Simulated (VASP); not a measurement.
# K (P6_3/mmc) in VASP: notebook

Runs on K. Level: r2SCAN. Tasks: single point.

All numbers are computed with VASP 6.6.1; they aren't measurements. Logs are shortened: lines on timing, memory, paths and dates and some standing lists are left out, and cuts for length are marked.

## Step 1: The cell of the first run

The structure is hexagonal, space group P6_3/mmc (No. 194). The conventional cell has a = 4.765 Å, b = 4.765 Å, c = 7.782 Å, α = 90.00°, β = 90.00°, γ = 120.00°.

This isn't the form of K at room conditions, which is bcc.

## Step 2: Single point, r2SCAN (76.52 Å³/atom)

Input file POSCAR:

```
K
1.0
    4.7652552808      0.0000000000      0.0000000000
   -2.3826276404      4.1268321287      0.0000000000
    0.0000000000      0.0000000000      7.7819601594
K
2
Direct
    0.3333333333      0.6666666667      0.2500000000
    0.6666666667      0.3333333333      0.7500000000
```

Input file INCAR.step1:

```
  PREC = Accurate
  ENCUT = 520
  ISMEAR = -1
  SIGMA = 0.1
  LREAL = F
  LASPH = T
  NELM = 80
  NBANDS = 16
  GGA = PE
  ALGO = Normal
  EDIFF = 1E-4
  LWAVE = T
  LCHARG = F
```

Input file INCAR.step2:

```
  PREC = Accurate
  ENCUT = 520
  EDIFF = 1E-7
  ISMEAR = -1
  SIGMA = 0.1
  LREAL = F
  LASPH = T
  NELM = 80
  ALGO = Normal
  ISIF = 2
  LWAVE = F
  LCHARG = F
  METAGGA = R2SCAN
  LMIXTAU = T
  NBANDS = 16
  ISTART = 1
```

Input file KPOINTS:

```
regular mesh
0
Gamma
  9 9 5
```

Potentials or basis: VASP PAW PBE potentials, release 64 (K_sv).

Run with:

```
$ cat potpaw_PBE.64/K_sv/POTCAR > POTCAR
$ cp INCAR.step1 INCAR
$ mpirun -np 1 vasp_std > vasp.out
$ cp INCAR.step2 INCAR
$ mpirun -np 1 vasp_std > vasp.out
```

OUTCAR:

```text
PREC = Accurate
   ENCUT = 520
   EDIFF = 1E-7
   ISMEAR = -1
   LREAL = F
   LASPH = T
   NELM = 80
   ISIF = 2
   METAGGA = R2SCAN
   ISTART = 1

 ion  position               nearest neighbor table
   1  0.333  0.667  0.250-
   2  0.667  0.333  0.750-

  LATTYP: Found a hexagonal cell.
 ALAT       =     4.7652552808
 C/A-ratio  =     1.6330625960

  Lattice vectors:

 A1 = (   4.7652552808,   0.0000000000,   0.0000000000)
 A2 = (  -2.3826276404,   4.1268321287,   0.0000000000)
 A3 = (   0.0000000000,   0.0000000000,   7.7819601594)

Analysis of symmetry for initial positions (statically):
=====================================================================
 Subroutine PRICEL returns:
 Original cell was already a primitive cell.

 Routine SETGRP: Setting up the symmetry group for a
 hexagonal supercell.

 Subroutine GETGRP returns: Found 24 space group operations
 (whereof 12 operations were pure point group operations)
 out of a pool of 24 trial point group operations.

The static configuration has the point symmetry D_3d.
 The point group associated with its full space group is D_6h.

Analysis of symmetry for dynamics (positions and initial velocities):
=====================================================================
 Subroutine PRICEL returns:
 Original cell was already a primitive cell.

 Routine SETGRP: Setting up the symmetry group for a
 hexagonal supercell.

 Subroutine GETGRP returns: Found 24 space group operations
 (whereof 12 operations were pure point group operations)
 out of a pool of 24 trial point group operations.

The dynamic configuration has the point symmetry D_3d.
 The point group associated with its full space group is D_6h.

 Subroutine INISYM returns: Found 24 space group operations
 (whereof 12 operations are pure point group operations),
 and found     1 'primitive' translations

----------------------------------------------------------------------------------------

                                     Primitive cell

  volume of cell :     153.0354

  direct lattice vectors                    reciprocal lattice vectors
     4.765255281  0.000000000  0.000000000     0.209852346  0.121158308  0.000000000
    -2.382627640  4.126832129  0.000000000     0.000000000  0.242316617  0.000000000
     0.000000000  0.000000000  7.781960159     0.000000000  0.000000000  0.128502328

  length of vectors
[... 81 lines left out ...]
   NELM   =     80;   NELMIN=  2; NELMDL=  0     # of ELM steps
   EDIFF  = 0.1E-06   stopping-criterion for ELM
   LREAL  =      F    real-space projection
   EDIFFG = 0.1E-05   stopping-criterion for IOM
   NSW    =      0    number of steps for IOM
   IBRION =     -1    ionic relax: 0-MD 1-quasi-New 2-CG
   NFREE  =      0    steps in history (QN), initial steepest desc. (CG)
   ISIF   =      2    stress and relaxation
   ISYM   =      2    0-nonsym 1-usesym 2-fastsym
   POTIM  = 0.5000    time-step for ionic-motion
   TEBEG  =    0.0;   TEEND  =   0.0 temperature during run
   PSTRESS=    0.0 pullay stress
   NELECT =      18.0000    total number of electrons
   NUPDOWN=      -1.0000    fix difference up-down
   EMIN   =  10.00;   EMAX   =-10.00  energy-range for DOS
   EFERMI =   0.00;   METHOD = LEGACY
   ISMEAR =    -1;   SIGMA  =   0.10  broadening in eV -4-tet -1-fermi 0-gaus
   EFERMI_NEDOS =   21; number of points for ismear=-14 and -15
   IALGO  =     38    algorithm
   IMIX   =      4    mixing-type and parameters
     AMIX     =   0.40;   BMIX     =  1.00
     AMIX_MAG =   1.60;   BMIX_MAG =  1.00
  volume/ion in A,a.u.               =      76.52       516.37
  Fermi-wavevector in a.u.,A,eV,Ry     =   0.802112  1.515772  8.753766  0.643384
  Thomas-Fermi vector in A             =   1.909727
   LORBIT       =      0    0 simple, 1 ext, 2 COOP (PROOUT), +10 PAW based schemes
   METAGGA = R2SCAN    functional components
   LHFCALC =     F    Hartree Fock is set to
   AEXX    =    0.0000 exact exchange contribution
   IVDW    =     0    specifies the selected vdW correction
   LEPSILON=     F    determine dielectric tensor
   LRPA    =     F    only Hartree local field effects (RPA)
 non-spin polarized calculation
  energy-cutoff  :      520.00
  volume of cell :      153.04
 maximum number of plane-waves:      4149
 NGX is ok and might be reduce to    36
   NGX = 17   NGY = 17   NGZ = 29

 number of electron      18.0000002 magnetization

 Free energy of the ion-electron system (eV)
  ---------------------------------------------------
  ext. energy  EPLUGINS =         0.00000000
  ---------------------------------------------------
  free energy    TOTEN  =       -12.04854112 eV

  energy without entropy =      -12.00288617  energy(sigma->0) =      -12.02571365

 E-fermi :  -0.1444     XC(G=0):  -5.8109

 val. band max:       -0.2494964691   @ k =   0.1111   0.1111   0.2000
 cond. band min:      -0.1401671245   @ k =   0.2222  -0.0000   0.2000
 fundamental gap:      0.1093293446
 Fermi energy:        -0.1444154827

 k-point     1 :       0.0000    0.0000    0.0000
  band No.  band energies     occupation
      1     -33.8262      2.00000
      2     -33.8229      2.00000
      3     -16.5598      2.00000
      4     -16.5088      2.00000
      5     -16.5088      2.00000
      6     -16.5007      2.00000
[... 433 lines left out ...]
      3     -16.5434      2.00000
      4     -16.5418      2.00000
      5     -16.5418      2.00000
      6     -16.5291      2.00000
[... 8 lines left out ...]
     15       3.5090      0.00000
     16       4.8054      0.00000

 [... further k-points ...]

------------------------ aborting loop because EDIFF is reached ----------------------------------------

  FORCE on cell =-STRESS in cart. coord.  units (eV):
  Direction    XX          YY          ZZ          XY          YZ          ZX
  --------------------------------------------------------------------------------------
  -------------------------------------------------------------------------------------
  Total       -0.0204495     -0.0204495      0.0436301      0.0000000      0.0000000      0.0000000
  in kB       -0.2140924     -0.2140924      0.4567775      0.0000000      0.0000000      0.0000000
  external PRESSURE =       0.0095309 kB  Pullay stress =       0.0000000 kB

 VOLUME and BASIS-vectors are now :
 -----------------------------------------------------------------------------
  energy-cutoff  :      520.00
  volume of cell :      153.04
      direct lattice vectors                 reciprocal lattice vectors
     4.765255281  0.000000000  0.000000000     0.209852346  0.121158308  0.000000000
    -2.382627640  4.126832129  0.000000000     0.000000000  0.242316617  0.000000000
     0.000000000  0.000000000  7.781960159     0.000000000  0.000000000  0.128502328

 POSITION                                       TOTAL-FORCE (eV/Angst)
 -----------------------------------------------------------------------------------
     -0.00000      2.75122      1.94549        -0.000000      0.000000      0.000000
      2.38263      1.37561      5.83647         0.000000      0.000000      0.000000
 -----------------------------------------------------------------------------------
    total drift:                                0.000000     -0.000000      0.000000

  FREE ENERGIE OF THE ION-ELECTRON SYSTEM (eV)
  ---------------------------------------------------
  free  energy   TOTEN  =       -12.0485411232 eV

  energy  without entropy=      -12.0028861695  energy(sigma->0) =      -12.02571365
```

OUTCAR.step1:

```text
PREC = Accurate
   ENCUT = 520
   ISMEAR = -1
   LREAL = F
   LASPH = T
   NELM = 80
[... 678 lines left out ...]
 -----------------------------------------------------------------------------------
     -0.00000      2.75122      1.94549         0.000000      0.000000      0.000000
      2.38263      1.37561      5.83647        -0.000000     -0.000000      0.000000
 -----------------------------------------------------------------------------------
    total drift:                                0.000000     -0.000000      0.000000

  FREE ENERGIE OF THE ION-ELECTRON SYSTEM (eV)
  ---------------------------------------------------
  free  energy   TOTEN  =        -2.1210920325 eV

  energy  without entropy=       -2.0717742062  energy(sigma->0) =       -2.09643312
```

OSZICAR.step1:

```text
N       E                     dE             d eps       ncg     rms          rms(c)
DAV:   1     0.114061107818E+03    0.11406E+03   -0.75706E+03  1152   0.885E+02
DAV:   2     0.672128134278E+01   -0.10734E+03   -0.10500E+03  1384   0.260E+02
DAV:   3    -0.161401568022E+01   -0.83353E+01   -0.83109E+01  2128   0.526E+01
DAV:   4    -0.211214711247E+01   -0.49813E+00   -0.49807E+00  1688   0.928E+00
DAV:   5    -0.211957992521E+01   -0.74328E-02   -0.74326E-02  1936   0.971E-01    0.267E+00
DAV:   6    -0.212011031604E+01   -0.53039E-03   -0.22809E-03  1656   0.320E-01    0.164E+00
DAV:   7    -0.212091522197E+01   -0.80491E-03   -0.45904E-03  1640   0.410E-01    0.677E-02
DAV:   8    -0.212107104104E+01   -0.15582E-03   -0.52392E-04  1816   0.178E-01    0.269E-02
DAV:   9    -0.212109203248E+01   -0.20991E-04   -0.14179E-05  1032   0.304E-02
   1 F= -.21210920E+01 E0= -.20964331E+01  d E =-.493178E-01
```

It took 11 min on 1 thread of Oxide Virtual Turin-like, shared host; peak memory 0.29 GiB.

What came out:

```
Free energy            : -12.0485 eV
Pressure               : 0.0 GPa
Band gap on the k mesh : zero (bands 9 and 10 overlap by 2.26 eV)
```

Levels at points of the mesh, in eV from the Fermi level:
| k point | band 6 | band 7 | band 8 | band 9 | band 10 | band 11 | band 12 | band 13 |
| --- | --- | --- | --- | --- | --- | --- | --- | --- |
| (0.00, 0.00, 0.00) | -16.36 | -16.36 | -16.36 | -2.26 | 0.45 | 0.46 | 4.46 | 4.46 |

Caveat: the PAW data sets were made with another functional, which shifts forces and pressure a little.

## Step 3: Single point, r2SCAN (79.58 Å³/atom)

This run uses another cell than the first one, of 79.58 Å³/atom.

Input file POSCAR:

```
K
1.0
    4.8279631993      0.0000000000      0.0000000000
   -2.4139815997      4.1811387792      0.0000000000
    0.0000000000      0.0000000000      7.8843661157
K
2
Direct
    0.3333333333      0.6666666667      0.2500000000
    0.6666666667      0.3333333333      0.7500000000
```

Input file INCAR.step1:

```
PREC = Accurate ; ENCUT = 520
ISMEAR = -1 ; SIGMA = 0.1
LREAL = False ; LASPH = True
NELM = 100 ; NBANDS = 16
GGA = PE ; ALGO = Normal
EDIFF = 1E-4 ; LWAVE = True
LCHARG = False
```

Input file INCAR.step2:

```
PREC = Accurate ; ENCUT = 520
EDIFF = 1E-7 ; ISMEAR = -1
SIGMA = 0.1 ; LREAL = False
LASPH = True ; NELM = 100
ALGO = Normal ; ISIF = 2
LWAVE = False ; LCHARG = False
METAGGA = R2SCAN ; LMIXTAU = True
NBANDS = 16 ; ISTART = 1
```

Input file KPOINTS:

```
Automatic mesh
0
Gamma
  9 9 5
```

Potentials or basis: VASP PAW PBE potentials, release 64 (K_sv).

Run with:

```
$ cat potpaw_PBE.64/K_sv/POTCAR > POTCAR
$ cp INCAR.step1 INCAR
$ mpirun -np 1 vasp_std > vasp.out
$ cp INCAR.step2 INCAR
$ mpirun -np 1 vasp_std > vasp.out
```

Run time: 8.9 min. Hardware: 1 thread of Oxide Virtual Turin-like, shared host; peak memory 0.29 GiB.

It converged, with:

```
Free energy            : -12.0471 eV
Pressure               : -0.1 GPa
Band gap on the k mesh : zero (bands 9 and 10 overlap by 2.23 eV)
```

Levels at points of the mesh, in eV from the Fermi level:
```tsv
k point	band 6	band 7	band 8	band 9	band 10	band 11	band 12	band 13
(0.00, 0.00, 0.00)	-16.39	-16.39	-16.39	-2.20	0.44	0.45	4.42	4.42
```

Caveat: the PAW data sets were made with another functional, which shifts forces and pressure a little.

The gap in the log of VASP goes by the Fermi energy; the results here count the filled bands.